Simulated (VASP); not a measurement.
# As (R-3m) in VASP: notebook

As is run at these levels: PBE; tasks: single point.

All numbers are computed with VASP 6.6.1; they aren't measurements. Logs are shortened: lines on timing, memory, paths and dates and some standing lists are left out, and cuts for length are marked.

## Step 1: The cell of the first run

It takes space group R-3m (No. 166, trigonal). The conventional cell has a = 3.806 Å, b = 3.806 Å, c = 11.300 Å, α = 90.00°, β = 90.00°, γ = 120.00°. As (site symmetry 3m) has 6 As at 2.55 to 3.31 Å within 3.4 Å.

## Step 2: Single point, PBE, non-collinear spin, zero start, spin-orbit coupling (23.62 Å³/atom)

Contents of INCAR:

```
SYSTEM = As
PREC = Accurate ; ENCUT = 520
EDIFF = 1E-6 ; ISMEAR = 0
SIGMA = 0.05 ; LREAL = .False.
LASPH = .True. ; NELM = 150
ALGO = Normal ; ISIF = 2
LWAVE = .False. ; LCHARG = .False.
LNONCOLLINEAR = .True. ; MAGMOM = 0 0 0 0 0 0
LORBIT = 11 ; LSORBIT = .True.
GGA_COMPAT = .False. ; LORBMOM = .True.
GGA = PE ; NBANDS = 22
```

Contents of KPOINTS:

```
Automatic mesh
0
Gamma
  14 14 14
  0 0 0
```

Contents of POSCAR:

```
As
1.0
    1.9028793399      1.0986278992      3.7667032026
   -1.9028793399      1.0986278992      3.7667032026
    0.0000000000     -2.1972557981      3.7667032027
As
2
Direct
    0.2240785853      0.2240785853      0.2240785853
    0.7759214147      0.7759214147      0.7759214147
```

Potentials or basis: VASP PAW PBE potentials, release 64 (As).

The run is started by

```sh
> cat potpaw_PBE.64/As/POTCAR > POTCAR
> mpirun -np 1 vasp_ncl > vasp.out
```

OUTCAR:

```text
SYSTEM = As
   PREC = Accurate
   ENCUT = 520
   EDIFF = 1E-6
   ISMEAR = 0
   LREAL = .False.
   LASPH = .True.
   NELM = 150
   ISIF = 2
   LNONCOLLINEAR = .True.
   LORBIT = 11
   LSORBIT = .True.
   GGA = PE

 ion  position               nearest neighbor table
   1  0.224  0.224  0.224-   2 2.55   2 2.55   2 2.55
   2  0.776  0.776  0.776-   1 2.55   1 2.55   1 2.55

  LATTYP: Found a trigonal (rhomboedric) cell.
 ALAT       =     4.3607322848
 COS(alpha) =     0.6191678127

  Lattice vectors:

 A1 = (   1.9028793399,   1.0986278992,   3.7667032026)
 A2 = (  -1.9028793399,   1.0986278992,   3.7667032026)
 A3 = (   0.0000000000,  -2.1972557981,   3.7667032027)

Analysis of symmetry for initial positions (statically):
=====================================================================
 Subroutine PRICEL returns:
 Original cell was already a primitive cell.

 Routine SETGRP: Setting up the symmetry group for a
 trigonal (rhombohedral) supercell.

 Subroutine GETGRP returns: Found 12 space group operations
 (whereof 12 operations were pure point group operations)
 out of a pool of 12 trial point group operations.

The static configuration has the point symmetry D_3d.

Analysis of symmetry for dynamics (positions and initial velocities):
=====================================================================
 Subroutine PRICEL returns:
 Original cell was already a primitive cell.

 Routine SETGRP: Setting up the symmetry group for a
 trigonal (rhombohedral) supercell.

 Subroutine GETGRP returns: Found 12 space group operations
 (whereof 12 operations were pure point group operations)
 out of a pool of 12 trial point group operations.

The dynamic configuration has the point symmetry D_3d.

Analysis of structural, dynamic, and magnetic symmetry:
=====================================================================
 Subroutine PRICEL returns:
 Original cell was already a primitive cell.

 Routine SETGRP: Setting up the symmetry group for a
 trigonal (rhombohedral) supercell.

 Subroutine GETGRP returns: Found 12 space group operations
 (whereof 12 operations were pure point group operations)
 out of a pool of 12 trial point group operations.

The overall configuration has the point symmetry D_3d.

 Subroutine INISYM returns: Found 12 space group operations
 (whereof 12 operations are pure point group operations),
 and found     1 'primitive' translations

----------------------------------------------------------------------------------------

                                     Primitive cell

  volume of cell :      47.2470

  direct lattice vectors                    reciprocal lattice vectors
     1.902879340  1.098627899  3.766703203     0.262759698  0.151704382  0.088494717
    -1.902879340  1.098627899  3.766703203    -0.262759698  0.151704382  0.088494717
     0.000000000 -2.197255798  3.766703203     0.000000000 -0.303408764  0.088494717

  length of vectors
     4.360732285  4.360732285  4.360732285     0.316050934  0.316050934  0.316050934

  position of ions in fractional coordinates (direct lattice)
     0.224078585  0.224078585  0.224078585
     0.775921415  0.775921415  0.775921415

  ion indices of the primitive-cell ions
   primitive index   ion index
                 1           1
                 2           2

----------------------------------------------------------------------------------------

 KPOINTS: Automatic mesh

Automatic generation of k-mesh.
 Grid dimensions read from file:
 generate k-points for:   14   14   14

 Generating k-lattice:

  Cartesian coordinates                     Fractional coordinates (reciprocal lattice)
     0.018768550  0.010836027  0.006321051     0.071428571  0.000000000  0.000000000
    -0.018768550  0.010836027  0.006321051     0.000000000  0.071428571  0.000000000
     0.000000000 -0.021672055  0.006321051     0.000000000  0.000000000  0.071428571

  Length of vectors
     0.022575067  0.022575067  0.022575067

  Shift w.r.t. Gamma in fractional coordinates (k-lattice)
     0.000000000  0.000000000  0.000000000

[... 88 lines left out ...]

 number of electron      10.0000000 magnetization       0.0000000      0.0000000      0.0000000

 number of electron      10.0000000 magnetization       0.0000000      0.0000000     -0.0000000

 Free energy of the ion-electron system (eV)
  ---------------------------------------------------
  ext. energy  EPLUGINS =         0.00000000
  ---------------------------------------------------
  free energy    TOTEN  =        -9.36403856 eV

  energy without entropy =       -9.36389928  energy(sigma->0) =       -9.36396892

 E-fermi :   4.6576     XC(G=0):  -9.5337

 val. band max:        4.5926233895   @ k =   0.5000   0.4286   0.4286
 cond. band min:       4.6814336720   @ k =   0.5000   0.4286   0.3571
 fundamental gap:      0.0888102825
 Fermi energy:         4.6576384531

 k-point     1 :       0.0000    0.0000    0.0000
  band No.  band energies     occupation
      1      -9.9116      1.00000
      2      -9.9116      1.00000
      3      -1.8324      1.00000
      4      -1.8324      1.00000
      5       2.0171      1.00000
      6       2.0171      1.00000
[... 589 lines left out ...]
     21      13.4209      0.00000
     22      13.4209      0.00000

 [... further k-points ...]
[... 5 lines left out ...]
  --------------------------------------------------------------------------------------
  -------------------------------------------------------------------------------------
  Total       -0.1754072     -0.1754072     -0.1751934      0.0000000      0.0000000      0.0000000
  in kB       -5.9481704     -5.9481704     -5.9409202      0.0000000      0.0000000      0.0000000
  external PRESSURE =      -5.9457537 kB  Pullay stress =       0.0000000 kB

 VOLUME and BASIS-vectors are now :
 -----------------------------------------------------------------------------
  energy-cutoff  :      520.00
  volume of cell :       47.25
      direct lattice vectors                 reciprocal lattice vectors
     1.902879340  1.098627899  3.766703203     0.262759698  0.151704382  0.088494717
    -1.902879340  1.098627899  3.766703203    -0.262759698  0.151704382  0.088494717
     0.000000000 -2.197255798  3.766703203     0.000000000 -0.303408764  0.088494717

 POSITION                                       TOTAL-FORCE (eV/Angst)
 -----------------------------------------------------------------------------------
      0.00000      0.00000      2.53211         0.000000      0.000000      0.031800
      0.00000      0.00000      8.76800         0.000000     -0.000000     -0.031800
 -----------------------------------------------------------------------------------
    total drift:                               -0.000000     -0.000000      0.000000

  FREE ENERGIE OF THE ION-ELECTRON SYSTEM (eV)
  ---------------------------------------------------
  free  energy   TOTEN  =        -9.3640385562 eV

  energy  without entropy=       -9.3638992813  energy(sigma->0) =       -9.36396892

 orbital moment (x)

 # of ion     p       d       tot
 ----------------------------------------
  1        -0.000  -0.000  -0.000
  2        -0.000  -0.000  -0.000
 ----------------------------------------
           -0.000  -0.000  -0.000

 orbital moment (y)

 # of ion     p       d       tot
 ----------------------------------------
  1         0.000  -0.000  -0.000
  2         0.000  -0.000  -0.000
 ----------------------------------------
            0.000  -0.000  -0.000

 orbital moment (z)

 # of ion     p       d       tot
 ----------------------------------------
  1         0.000   0.000   0.000
  2        -0.000   0.000  -0.000
 ----------------------------------------
            0.000   0.000   0.000

 Spin-Orbit-Coupling matrix elements

 Ion:    1  E_soc:     -0.0265151
 l=   1
     0.0000000    -0.0045180    -0.0042121
    -0.0045180     0.0000000    -0.0045180
    -0.0042121    -0.0045180     0.0000000
 l=   2
     0.0000000    -0.0000004     0.0000000    -0.0000004    -0.0000045
    -0.0000004     0.0000000    -0.0000021     0.0000008    -0.0000004
     0.0000000    -0.0000021     0.0000000    -0.0000021     0.0000000
    -0.0000004     0.0000008    -0.0000021     0.0000000    -0.0000004
    -0.0000045    -0.0000004     0.0000000    -0.0000004     0.0000000
 l=   3
     0.0000000     0.0000000     0.0000000     0.0000000     0.0000000     0.0000000     0.0000000
     0.0000000     0.0000000     0.0000000     0.0000000     0.0000000     0.0000000     0.0000000
     0.0000000     0.0000000     0.0000000     0.0000000     0.0000000     0.0000000     0.0000000
     0.0000000     0.0000000     0.0000000     0.0000000     0.0000000     0.0000000     0.0000000
     0.0000000     0.0000000     0.0000000     0.0000000     0.0000000     0.0000000     0.0000000
     0.0000000     0.0000000     0.0000000     0.0000000     0.0000000     0.0000000     0.0000000
     0.0000000     0.0000000     0.0000000     0.0000000     0.0000000     0.0000000     0.0000000

 Ion:    2  E_soc:     -0.0265151
 l=   1
     0.0000000    -0.0045180    -0.0042121
    -0.0045180     0.0000000    -0.0045180
    -0.0042121    -0.0045180     0.0000000
 l=   2
     0.0000000    -0.0000004     0.0000000    -0.0000004    -0.0000045
    -0.0000004     0.0000000    -0.0000021     0.0000008    -0.0000004
     0.0000000    -0.0000021     0.0000000    -0.0000021     0.0000000
    -0.0000004     0.0000008    -0.0000021     0.0000000    -0.0000004
    -0.0000045    -0.0000004     0.0000000    -0.0000004     0.0000000
 l=   3
     0.0000000     0.0000000     0.0000000     0.0000000     0.0000000     0.0000000     0.0000000
     0.0000000     0.0000000     0.0000000     0.0000000     0.0000000     0.0000000     0.0000000
     0.0000000     0.0000000     0.0000000     0.0000000     0.0000000     0.0000000     0.0000000
     0.0000000     0.0000000     0.0000000     0.0000000     0.0000000     0.0000000     0.0000000
     0.0000000     0.0000000     0.0000000     0.0000000     0.0000000     0.0000000     0.0000000
     0.0000000     0.0000000     0.0000000     0.0000000     0.0000000     0.0000000     0.0000000
     0.0000000     0.0000000     0.0000000     0.0000000     0.0000000     0.0000000     0.0000000

 total charge

# of ion       s       p       d       tot
------------------------------------------
    1        1.304   1.334   0.041   2.679
    2        1.304   1.334   0.041   2.679
--------------------------------------------------
tot          2.609   2.667   0.081   5.357

 magnetization (x)

# of ion       s       p       d       tot
------------------------------------------
    1        0.000   0.000  -0.000  -0.000
    2        0.000   0.000  -0.000  -0.000
--------------------------------------------------
tot          0.000   0.000  -0.000  -0.000

 magnetization (y)

# of ion       s       p       d       tot
------------------------------------------
    1        0.000   0.000   0.000   0.000
    2        0.000   0.000   0.000   0.000
--------------------------------------------------
tot          0.000   0.000   0.000   0.000

 magnetization (z)

# of ion       s       p       d       tot
------------------------------------------
    1        0.000   0.000   0.000   0.000
    2        0.000   0.000   0.000   0.000
--------------------------------------------------
tot          0.000   0.000   0.000   0.000
```

Run time: 5.7 min. Hardware: 1 thread of Oxide Virtual Turin-like, shared host; peak memory 0.55 GiB.

Results:

```yaml
Free_energy: -9.3640 eV
Pressure: -0.6 GPa
Largest_force: 0.032 eV/Å
Net_moment: 0.00 μB per cell
Valence_electrons_inside_the_program's_atomic_spheres: As 2.68
```

Forces in eV/Å, atoms in the order of the input:
```
As   0.000  0.000  0.032
As   0.000  0.000 -0.032
```

Moments on the atoms (μB; x, y, z):
```
As  0.00 0.00 0.00
As  0.00 0.00 0.00
```

## Step 3: Single point, PBE, non-collinear spin, zero start, spin-orbit coupling

This run uses another cell than the first one, of 22.77 Å³/atom.

Contents of INCAR:

```
PREC     = Accurate       # precision mode
ENCUT    = 520            # plane-wave cutoff, eV
EDIFF    = 1E-6           # SCF threshold, eV
ISMEAR   = 0              # smearing method
SIGMA    = 0.05           # smearing width, eV
LREAL    = F              # projectors in reciprocal space
LASPH    = T              # aspherical terms in the spheres
NELM     = 150            # most SCF steps
ALGO     = Fast           # electronic algorithm
ISIF     = 2              # what is computed and relaxed
LWAVE    = F              # write WAVECAR
LCHARG   = F              # write CHGCAR
LNONCOLLINEAR= T              # non-collinear magnetism
MAGMOM   = 0 0 0 0 0 0    # initial moments
LORBIT   = 11             # projections on sites
LSORBIT  = T              # spin-orbit coupling
GGA_COMPAT= F            
LORBMOM  = T            
GGA      = PE             # functional
NBANDS   = 22             # bands
```

Contents of KPOINTS:

```
regular mesh
0
Gamma
  14 14 14
```

Contents of POSCAR:

```
As
1.0
    1.9033504551      1.0988998977      3.6285251131
   -1.9033504551      1.0988998977      3.6285251131
    0.0000000000     -2.1977997951      3.6285251132
As
2
Direct
    0.2259171615      0.2259171615      0.2259171615
    0.7740828385      0.7740828385      0.7740828385
```

Potentials or basis: VASP PAW PBE potentials, release 64 (As).

The run is started by

```sh
> cat potpaw_PBE.64/As/POTCAR > POTCAR
> mpirun -np 1 vasp_ncl > vasp.out
```

OUTCAR:

```text
PREC = Accurate
   ENCUT = 520
   EDIFF = 1E-6
   ISMEAR = 0
   LREAL = F
   LASPH = T
   NELM = 150
   ISIF = 2
   LNONCOLLINEAR = T
   LORBIT = 11
   LSORBIT = T
   GGA = PE

 ion  position               nearest neighbor table
   1  0.226  0.226  0.226-   2 2.55   2 2.55   2 2.55
   2  0.774  0.774  0.774-   1 2.55   1 2.55   1 2.55

  LATTYP: Found a trigonal (rhomboedric) cell.
 ALAT       =     4.2422303611
 COS(alpha) =     0.5973951331

  Lattice vectors:

 A1 = (   1.9033504551,   1.0988998977,   3.6285251131)
 A2 = (  -1.9033504551,   1.0988998977,   3.6285251131)
 A3 = (   0.0000000000,  -2.1977997951,   3.6285251132)

[... 897 lines left out ...]
 l=   3
     0.0000000     0.0000000     0.0000000     0.0000000     0.0000000     0.0000000     0.0000000
     0.0000000     0.0000000     0.0000000     0.0000000     0.0000000     0.0000000     0.0000000
     0.0000000     0.0000000     0.0000000     0.0000000     0.0000000     0.0000000     0.0000000
     0.0000000     0.0000000     0.0000000     0.0000000     0.0000000     0.0000000     0.0000000
     0.0000000     0.0000000     0.0000000     0.0000000     0.0000000     0.0000000     0.0000000
     0.0000000     0.0000000     0.0000000     0.0000000     0.0000000     0.0000000     0.0000000
     0.0000000     0.0000000     0.0000000     0.0000000     0.0000000     0.0000000     0.0000000

 total charge

# of ion       s       p       d       tot
------------------------------------------
    1        1.303   1.337   0.043   2.684
    2        1.303   1.337   0.043   2.684
--------------------------------------------------
tot          2.607   2.674   0.086   5.367

 magnetization (x)

# of ion       s       p       d       tot
------------------------------------------
    1        0.000   0.000  -0.000   0.000
    2        0.000   0.000  -0.000   0.000
--------------------------------------------------
tot          0.000   0.000  -0.000   0.000

 magnetization (y)

# of ion       s       p       d       tot
------------------------------------------
    1        0.000   0.000   0.000   0.000
    2        0.000   0.000   0.000   0.000
--------------------------------------------------
tot          0.000   0.000   0.000   0.000

 magnetization (z)

# of ion       s       p       d       tot
------------------------------------------
    1        0.000   0.000   0.000   0.000
    2        0.000   0.000   0.000   0.000
--------------------------------------------------
tot          0.000   0.000   0.000   0.000
```

OSZICAR:

```text
N       E                     dE             d eps       ncg     rms          rms(c)
DAV:   1     0.331441813008E+02    0.33144E+02   -0.38599E+03 12672   0.757E+02
DAV:   2    -0.692079958902E+01   -0.40065E+02   -0.38101E+02 16954   0.129E+02
DAV:   3    -0.936466219743E+01   -0.24439E+01   -0.24211E+01 16086   0.307E+01
DAV:   4    -0.938283959992E+01   -0.18177E-01   -0.18171E-01 14800   0.294E+00
DAV:   5    -0.938290564837E+01   -0.66048E-04   -0.66047E-04 15390   0.196E-01    0.314E+00
RMM:   6    -0.937328038592E+01    0.96253E-02   -0.42075E-03 12766   0.471E-01    0.189E+00
RMM:   7    -0.936832293092E+01    0.49575E-02   -0.11137E-02 13183   0.819E-01    0.976E-02
RMM:   8    -0.936848472773E+01   -0.16180E-03   -0.65932E-04 14570   0.229E-01    0.758E-02
RMM:   9    -0.936854314102E+01   -0.58413E-04   -0.11695E-04 14313   0.849E-02    0.198E-02
RMM:  10    -0.936855781947E+01   -0.14678E-04   -0.22859E-05 14673   0.402E-02    0.687E-03
RMM:  11    -0.936855808115E+01   -0.26168E-06   -0.37902E-06 15281   0.146E-02
   1 F= -.93685581E+01 E0= -.93684507E+01  d E =-.214731E-03  mag=     0.0000    -0.0000    -0.0000
```

Wall time 13 min (1 thread of Oxide Virtual Turin-like, shared host); peak memory 0.53 GiB.

Results:

| Property | Result |
| --- | --- |
| Free energy | -9.3686 eV |
| Pressure | 0.3 GPa |
| Largest force | 0.055 eV/Å |
| Net moment | 0.00 μB per cell |
| Valence electrons inside the program's atomic spheres | As 2.68 |

Forces in eV/Å, atoms in the order of the input:
```
As   0.000  0.000  0.055
As   0.000  0.000 -0.055
```

Moments on the atoms (μB; x, y, z):
```
As  0.00 0.00 0.00
As  0.00 0.00 0.00
```
